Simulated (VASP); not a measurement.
# CsLiCr2Te2S3 (R32) in VASP: a series of runs

The runs below take CsLiCr2Te2S3 through single point, with RPBE, PBE+D3(BJ).

All numbers are computed with VASP 6.6.1; they aren't measurements. Logs are shortened: lines on timing, memory, paths and dates and some standing lists are left out, and cuts for length are marked.

## Step 1: The cell of the first run

Symmetry: R32, No. 155, trigonal system. The conventional cell has a = 6.639 Å, b = 6.639 Å, c = 20.639 Å, α = 90.00°, β = 90.00°, γ = 120.00°. Within 5.0 Å of Cs (site symmetry 32) lie 6 Te at 3.84 Å and 6 S at 4.04 Å and 8 Cr at 4.16 to 4.70 Å. Within 3.2 Å of Li (site symmetry 32) lie 3 S at 2.41 Å. Cr (site symmetry 3) has 3 S at 2.24 Å and 1 Te at 2.45 Å within 3.0 Å. Te (site symmetry 3) has 1 Cr at 2.45 Å within 3.2 Å. Within 3.0 Å of S (site symmetry 2) lie 2 Cr at 2.24 Å and 1 Li at 2.41 Å.

## Step 2: Single point, RPBE, collinear spin, ferromagnetic start

The input, INCAR:

```
SYSTEM = CsLiCr2Te2S3
ALGO     = Normal         ! electronic algorithm
EDIFF    = 1E-7           ! SCF threshold, eV
ENCUT    = 520            ! plane-wave cutoff, eV
GGA      = RP             ! functional
ISIF     = 2              ! what is computed and relaxed
ISMEAR   = -1             ! smearing method
ISPIN    = 2              ! spin polarisation
LASPH    = .True.         ! aspherical terms in the spheres
LCHARG   = .True.         ! write CHGCAR
LELF     = .True.         ! ELF
LMAXMIX  = 4              ! l up to which the mixer works
LORBIT   = 11             ! projections on sites
LREAL    = .False.        ! projectors in reciprocal space
LVHAR    = .True.       
LWAVE    = .False.        ! write WAVECAR
MAGMOM   = 0 0 3 3 0 0 0 0 0 ! initial moments
NBANDS   = 47             ! bands
NELM     = 150            ! most SCF steps
PREC     = Accurate       ! precision mode
SIGMA    = 0.05           ! smearing width, eV
```

The input, KPOINTS:

```
k-points
0
Gamma
  4 4 4
  0 0 0
```

The input, POSCAR:

```
CsLiCr2Te2S3
1.0
    3.3192900000      1.9163900000      6.8798200000
   -3.3192900000      1.9163900000      6.8798200000
    0.0000000000     -3.8327900000      6.8798200000
Cs Li Cr Te S
1 1 2 2 3
Direct
    0.0000000000      0.0000000000      0.0000000000
    0.5000000000      0.5000000000      0.5000000000
    0.7984800000      0.7984800000      0.7984800000
    0.2015200000      0.2015200000      0.2015200000
    0.6799000000      0.6799000000      0.6799000000
    0.3201000000      0.3201000000      0.3201000000
    0.1362600000      0.8637400000      0.5000000000
    0.5000000000      0.1362600000      0.8637400000
    0.8637400000      0.5000000000      0.1362600000
```

Potentials or basis: VASP PAW PBE potentials, release 64 (Cs_sv, Li_sv, Cr_pv, Te, S).

Command:

```
> cat potpaw_PBE.64/Cs_sv/POTCAR potpaw_PBE.64/Li_sv/POTCAR potpaw_PBE.64/Cr_pv/POTCAR potpaw_PBE.64/Te/POTCAR potpaw_PBE.64/S/POTCAR > POTCAR
> mpirun -np 1 vasp_std > vasp.out
```

OUTCAR:

```text
SYSTEM = CsLiCr2Te2S3
   EDIFF = 1E-7
   ENCUT = 520
   GGA = RP
   ISIF = 2
   ISMEAR = -1
   ISPIN = 2
   LASPH = .True.
   LORBIT = 11
   LREAL = .False.
   NELM = 150
   PREC = Accurate

 ion  position               nearest neighbor table
   1  0.000  0.000  0.000-
   2  0.500  0.500  0.500-   7 2.41   8 2.41   9 2.41
   3  0.798  0.798  0.798-   7 2.24   8 2.24   9 2.24   5 2.45
   4  0.202  0.202  0.202-   7 2.24   9 2.24   8 2.24   6 2.45
   5  0.680  0.680  0.680-   3 2.45
   6  0.320  0.320  0.320-   4 2.45
   7  0.136  0.864  0.500-   3 2.24   4 2.24   2 2.41
   8  0.500  0.136  0.864-   3 2.24   4 2.24   2 2.41
   9  0.864  0.500  0.136-   4 2.24   3 2.24   2 2.41

  LATTYP: Found a trigonal (rhomboedric) cell.
 ALAT       =     7.8754149077
 COS(alpha) =     0.6447177554

  Lattice vectors:

 A1 = (   3.3192900000,   1.9163900000,   6.8798200000)
 A2 = (  -3.3192900000,   1.9163900000,   6.8798200000)
 A3 = (   0.0000000000,  -3.8327900000,   6.8798200000)

Analysis of symmetry for initial positions (statically):
=====================================================================
 Subroutine PRICEL returns:
 Original cell was already a primitive cell.

 Routine SETGRP: Setting up the symmetry group for a
 trigonal (rhombohedral) supercell.

 Subroutine GETGRP returns: Found  6 space group operations
 (whereof  6 operations were pure point group operations)
 out of a pool of 12 trial point group operations.

The static configuration has the point symmetry D_3 .

Analysis of symmetry for dynamics (positions and initial velocities):
=====================================================================
 Subroutine PRICEL returns:
 Original cell was already a primitive cell.

 Routine SETGRP: Setting up the symmetry group for a
 trigonal (rhombohedral) supercell.

 Subroutine GETGRP returns: Found  6 space group operations
 (whereof  6 operations were pure point group operations)
 out of a pool of 12 trial point group operations.

The dynamic configuration has the point symmetry D_3 .

Analysis of structural, dynamic, and magnetic symmetry:
=====================================================================
 Subroutine PRICEL returns:
 Original cell was already a primitive cell.

 Routine SETGRP: Setting up the symmetry group for a
 trigonal (rhombohedral) supercell.

 Subroutine GETGRP returns: Found  6 space group operations
 (whereof  6 operations were pure point group operations)
 out of a pool of 12 trial point group operations.

The overall configuration has the point symmetry D_3 .

 Subroutine INISYM returns: Found  6 space group operations
 (whereof  6 operations are pure point group operations),
 and found     1 'primitive' translations

----------------------------------------------------------------------------------------

                                     Primitive cell

  volume of cell :     262.5779

  direct lattice vectors                    reciprocal lattice vectors
     3.319290000  1.916390000  6.879820000     0.150634624  0.086968924  0.048450922
    -3.319290000  1.916390000  6.879820000    -0.150634624  0.086968924  0.048450922
     0.000000000 -3.832790000  6.879820000     0.000000000 -0.173937849  0.048450796

  length of vectors
     7.875414908  7.875414908  7.875417603     0.180559894  0.180559894  0.180559837

  position of ions in fractional coordinates (direct lattice)
     0.000000000  0.000000000  0.000000000
     0.500000000  0.500000000  0.500000000
     0.798480000  0.798480000  0.798480000
     0.201520000  0.201520000  0.201520000
     0.679900000  0.679900000  0.679900000
     0.320100000  0.320100000  0.320100000
     0.136260000  0.863740000  0.500000000
     0.500000000  0.136260000  0.863740000
     0.863740000  0.500000000  0.136260000

  ion indices of the primitive-cell ions
   primitive index   ion index
                 1           1
                 2           2
                 3           3
                 4           4
                 5           5
                 6           6
                 7           7
                 8           8
                 9           9

----------------------------------------------------------------------------------------

 KPOINTS: k-points

Automatic generation of k-mesh.
 Grid dimensions read from file:
 generate k-points for:    4    4    4

 Generating k-lattice:

  Cartesian coordinates                     Fractional coordinates (reciprocal lattice)
     0.037658656  0.021742231  0.012112731     0.250000000 -0.000000000 -0.000000000
    -0.037658656  0.021742231  0.012112731    -0.000000000  0.250000000 -0.000000000
     0.000000000 -0.043484462  0.012112699     0.000000000  0.000000000  0.250000000

  Length of vectors
     0.045139974  0.045139974  0.045139959

  Shift w.r.t. Gamma in fractional coordinates (k-lattice)
     0.000000000  0.000000000  0.000000000

 Subroutine IBZKPT returns following result:
[... 58 lines left out ...]
  volume/ion in A,a.u.               =      29.18       196.88
  Fermi-wavevector in a.u.,A,eV,Ry     =   1.033166  1.952401 14.523292  1.067432
  Thomas-Fermi vector in A             =   2.167399
   LORBIT       =     11    0 simple, 1 ext, 2 COOP (PROOUT), +10 PAW based schemes
   GGA     = RP    functional components
   LHFCALC =     F    Hartree Fock is set to
   AEXX    =    0.0000 exact exchange contribution
   IVDW    =     0    specifies the selected vdW correction
   LEPSILON=     F    determine dielectric tensor
   LRPA    =     F    only Hartree local field effects (RPA)
 spin polarized calculation
  energy-cutoff  :      520.00
  volume of cell :      262.58
 maximum number of plane-waves:      7153
 NGX is ok and might be reduce to    60
   NGX = 29   NGY = 29   NGZ = 29

 number of electron      66.0000003 magnetization       4.0017995

 Free energy of the ion-electron system (eV)
  ---------------------------------------------------
  ext. energy  EPLUGINS =         0.00000000
  ---------------------------------------------------
  free energy    TOTEN  =       -43.13660525 eV

  energy without entropy =      -43.11793337  energy(sigma->0) =      -43.12726931

 E-fermi :   3.0302     XC(G=0):  -8.1698

 val. band max:        3.0103834623   @ k =   0.5000   0.5000   0.0000
 cond. band min:       3.1100677525   @ k =   0.0000   0.0000   0.0000
 fundamental gap:      0.0996842902
 Fermi energy:         3.0302297398

 spin component 1

 k-point     1 :       0.0000    0.0000    0.0000
  band No.  band energies     occupation
      1     -43.2835      1.00000
      2     -41.3972      1.00000
      3     -41.3972      1.00000
      4     -41.3946      1.00000
      5     -41.3946      1.00000
      6     -41.3063      1.00000
[... 613 lines left out ...]
     44       7.8937      0.00000
     45       8.5624      0.00000
 Fermi energy:         3.0302297398

 spin component 2

 k-point     1 :       0.0000    0.0000    0.0000
  band No.  band energies     occupation
      1     -43.2754      1.00000
      2     -39.1024      1.00000
      3     -39.1017      1.00000
      4     -38.8600      1.00000
      5     -38.8600      1.00000
      6     -38.8566      1.00000
[... 613 lines left out ...]
     44       8.0678      0.00000
     45       8.4610      0.00000
 [bands above 45 left out]

------------------------ aborting loop because EDIFF is reached ----------------------------------------

  FORCE on cell =-STRESS in cart. coord.  units (eV):
  Direction    XX          YY          ZZ          XY          YZ          ZX
  --------------------------------------------------------------------------------------
  -------------------------------------------------------------------------------------
  Total        2.9545471      2.9545482      2.6545694      0.0000000     -0.0000013      0.0000000
  in kB       18.0278247     18.0278315     16.1974442      0.0000000     -0.0000078      0.0000000
  external PRESSURE =      17.4177001 kB  Pullay stress =       0.0000000 kB

 VOLUME and BASIS-vectors are now :
 -----------------------------------------------------------------------------
  energy-cutoff  :      520.00
  volume of cell :      262.58
      direct lattice vectors                 reciprocal lattice vectors
     3.319290000  1.916390000  6.879820000     0.150634624  0.086968924  0.048450922
    -3.319290000  1.916390000  6.879820000    -0.150634624  0.086968924  0.048450922
     0.000000000 -3.832790000  6.879820000     0.000000000 -0.173937849  0.048450796

 POSITION                                       TOTAL-FORCE (eV/Angst)
 -----------------------------------------------------------------------------------
      0.00000      0.00000      0.00000         0.000000      0.000000      0.000000
      0.00000     -0.00001     10.31973        -0.000000      0.000000      0.000000
      0.00000     -0.00001     16.48020         0.000000      0.000000     -0.024714
      0.00000     -0.00000      4.15926         0.000000     -0.000000      0.024714
      0.00000     -0.00001     14.03277         0.000000      0.000000     -0.122798
      0.00000     -0.00000      6.60669         0.000000     -0.000000      0.122798
     -2.41472     -0.00001     10.31973         0.119739      0.000000     -0.000000
      1.20736     -2.09121     10.31973        -0.059869      0.103697      0.000000
      1.20736      2.09120     10.31973        -0.059869     -0.103697      0.000000
 -----------------------------------------------------------------------------------
    total drift:                                0.000017      0.000000     -0.000000

  FREE ENERGIE OF THE ION-ELECTRON SYSTEM (eV)
  ---------------------------------------------------
  free  energy   TOTEN  =       -43.1366052459 eV

  energy  without entropy=      -43.1179333678  energy(sigma->0) =      -43.12726931

 total charge

# of ion       s       p       d       tot
------------------------------------------
    1        1.837   4.727   0.036   6.600
    2        2.014   0.033   0.000   2.047
    3        0.351   6.287   4.148  10.786
    4        0.351   6.287   4.148  10.786
    5        1.382   2.002   0.020   3.404
    6        1.382   2.002   0.020   3.404
    7        1.332   2.435   0.000   3.767
    8        1.332   2.435   0.000   3.767
    9        1.332   2.435   0.000   3.767
--------------------------------------------------
tot         11.315  28.641   8.370  48.326

 magnetization (x)

# of ion       s       p       d       tot
------------------------------------------
    1       -0.001  -0.006  -0.002  -0.009
    2        0.002   0.001   0.000   0.003
    3        0.030   0.029   2.317   2.376
    4        0.030   0.029   2.317   2.376
    5       -0.008  -0.252   0.004  -0.256
    6       -0.008  -0.252   0.004  -0.256
    7       -0.004  -0.089   0.000  -0.093
    8       -0.004  -0.089   0.000  -0.093
    9       -0.004  -0.089   0.000  -0.093
--------------------------------------------------
tot          0.033  -0.718   4.639   3.954
```

It took 14 min on 1 thread of Intel Xeon Platinum 8259CL at 2.50GHz (Skylake/Cascade Lake), shared host; peak memory 0.81 GiB.

What came out:

| Item | Value |
| --- | --- |
| Free energy | -43.1366 eV |
| Largest force | 0.123 eV/Å |
| Band gap on the k mesh | zero (filled and empty bands overlap) |
| Net moment | 4.00 μB per cell |
| Site moments | Cs -0.01; Li +0.00; Cr +2.38; Te -0.26; S -0.09 μB |
| Valence electrons inside the program's atomic spheres | Cs 6.60; Li 2.05; Cr 10.79; Te 3.40; S 3.77 |

Forces on the atoms (eV/Å):
```
Cs   0.000  0.000  0.000
Li   0.000  0.000  0.000
Cr   0.000  0.000 -0.025
Cr   0.000  0.000  0.025
Te   0.000  0.000 -0.123
Te   0.000  0.000  0.123
S    0.120  0.000  0.000
S   -0.060  0.104  0.000
S   -0.060 -0.104  0.000
```

Levels at points of the mesh, in eV from the Fermi level:
Spin up:
```
           k point  band 32  band 33  band 34  band 35  band 36  band 37  band 38  band 39
(0.00, 0.00, 0.00)    -0.50    -0.50    -0.17    -0.17     0.08     0.35     0.35     1.71
(0.50, 0.00, 0.00)    -1.09    -0.50    -0.28    -0.18     0.41     0.79     0.79     0.88
(0.50, 0.50, 0.00)    -0.85    -0.65    -0.36    -0.02     0.10     0.43     0.44     0.91
(0.50, 0.50, 0.50)    -1.15    -1.15    -0.44    -0.23    -0.23     0.88     0.88     1.16
```
Spin down:
```tsv
k point	band 27	band 28	band 29	band 30	band 31	band 32	band 33	band 34	band 35	band 36
(0.00, 0.00, 0.00)	-2.07	-2.03	-1.76	-0.23	-0.23	0.81	0.81	1.14	1.14	1.16
(0.50, 0.00, 0.00)	-2.00	-1.67	-1.50	-0.90	-0.77	0.91	1.18	1.36	1.68	1.75
(0.50, 0.50, 0.00)	-2.18	-1.94	-1.59	-0.69	-0.32	0.95	0.98	1.16	1.58	1.58
(0.50, 0.50, 0.50)	-1.90	-1.66	-1.66	-0.73	-0.73	0.81	0.81	0.96	1.27	1.27
```

Caveat: the cutoff is under 1.25 times the usual one of these potentials, so pressure, stress and relaxed cells hold a basis-set (Pulay) error; the PAW data sets were made with another functional, which shifts forces and pressure a little; spin-orbit coupling is left out, which moves the levels of the heavy elements; only a ferromagnetic start was run, and an antiferromagnetic order may lie lower in energy. With open d or f shells a metallic result of RPBE can be an artefact of self-interaction; +U or a hybrid may open a gap.

## Step 3: Single point, PBE+D3(BJ), collinear spin, ferromagnetic start

This run uses another cell than the first one, of 26.12 Å³/atom, 0.895 times its volume.

The input, INCAR:

```
SYSTEM = CsLiCr2Te2S3
ALGO = Normal ; EDIFF = 1E-6
ENCUT = 520 ; GGA = PE
ISIF = 2 ; ISMEAR = -1
ISPIN = 2 ; IVDW = 12
LASPH = .TRUE. ; LCHARG = .FALSE.
LMAXMIX = 4 ; LORBIT = 11
LREAL = .FALSE. ; LWAVE = .FALSE.
MAGMOM = 0 0 3 3 0 0 0 0 0 ; NBANDS = 47
NELM = 150 ; PREC = Accurate
SIGMA = 0.05
```

The input, KPOINTS:

```
k-points
0
G
  4 4 4
  0 0 0
```

The input, POSCAR:

```
CsLiCr2Te2S3
1.0
    3.2758889907      1.8913338589      6.3228658963
   -3.2758889907      1.8913338589      6.3228658963
    0.0000000000     -3.7826723130      6.3228645217
Cs Li Cr Te S
1 1 2 2 3
Direct
    0.0000000000      0.0000000000      0.0000000000
    0.5000000000      0.5000000000      0.5000000000
    0.7948098960      0.7948098960      0.7948098960
    0.2051901040      0.2051901040      0.2051901040
    0.6667402807      0.6667402807      0.6667402807
    0.3332597193      0.3332597193      0.3332597193
    0.1375183034      0.8624816966      0.5000000000
    0.5000000000      0.1375183034      0.8624816966
    0.8624816966      0.5000000000      0.1375183034
```

Potentials or basis: VASP PAW PBE potentials, release 64 (Cs_sv, Li_sv, Cr_pv, Te, S).

Command:

```
> cat potpaw_PBE.64/Cs_sv/POTCAR potpaw_PBE.64/Li_sv/POTCAR potpaw_PBE.64/Cr_pv/POTCAR potpaw_PBE.64/Te/POTCAR potpaw_PBE.64/S/POTCAR > POTCAR
> mpirun -np 1 vasp_std > vasp.out
```

Run time: 16 min. Hardware: 1 thread of AMD EPYC 7R13, shared host; peak memory 0.67 GiB.

It converged, with:

```yaml
Free_energy: -48.5325 eV
Largest_force: 0.016 eV/Å
Band_gap_on_the_k_mesh: zero (filled and empty bands overlap)
Net_moment: 4.01 μB per cell
Site_moments: Cs -0.01; Li +0.00; Cr +2.28; Te -0.22; S -0.08 μB
Valence_electrons_inside_the_program's_atomic_spheres: Cs 6.58; Li 2.07; Cr 10.84; Te 3.41; S 3.76
Dispersion_energy_per_atom: -0.334 eV
```

Forces on the atoms (eV/Å):
```
Cs   0.000  0.000  0.000
Li   0.000  0.000  0.000
Cr   0.000  0.000 -0.006
Cr   0.000  0.000  0.006
Te   0.000  0.000  0.016
Te   0.000  0.000 -0.016
S   -0.003  0.000  0.000
S    0.002 -0.003  0.000
S    0.002  0.003  0.000
```

Levels at points of the mesh, in eV from the Fermi level:
Spin up:
```
           k point  band 33  band 34  band 35  band 36  band 37  band 38
(0.00, 0.00, 0.00)    -0.39    -0.18    -0.18     0.08     0.31     0.31
(0.50, 0.00, 0.00)    -0.52    -0.25    -0.14     0.38     0.78     0.89
(0.50, 0.50, 0.00)    -0.72    -0.41     0.04     0.13     0.22     0.46
(0.50, 0.50, 0.50)    -1.15    -0.51    -0.27    -0.27     0.89     0.91
```
Spin down:
```
           k point  band 27  band 28  band 29  band 30  band 31  band 32  band 33  band 34  band 35  band 36
(0.00, 0.00, 0.00)    -2.07    -2.06    -1.52    -0.15    -0.15     0.66     0.66     0.97     1.06     1.06
(0.50, 0.00, 0.00)    -1.94    -1.76    -1.50    -0.99    -0.71     0.77     1.07     1.17     1.55     1.64
(0.50, 0.50, 0.00)    -2.18    -1.90    -1.72    -0.76    -0.32     0.76     0.79     1.05     1.35     1.51
(0.50, 0.50, 0.50)    -1.86    -1.76    -1.76    -0.68    -0.68     0.65     0.65     0.85     1.08     1.08
```

Caveat: the cutoff is under 1.25 times the usual one of these potentials, so pressure, stress and relaxed cells hold a basis-set (Pulay) error; spin-orbit coupling is left out, which moves the levels of the heavy elements; only a ferromagnetic start was run, and an antiferromagnetic order may lie lower in energy; pairwise dispersion overbinds metals, which lowers pressure and volume. With open d or f shells a metallic result of PBE can be an artefact of self-interaction; +U or a hybrid may open a gap.
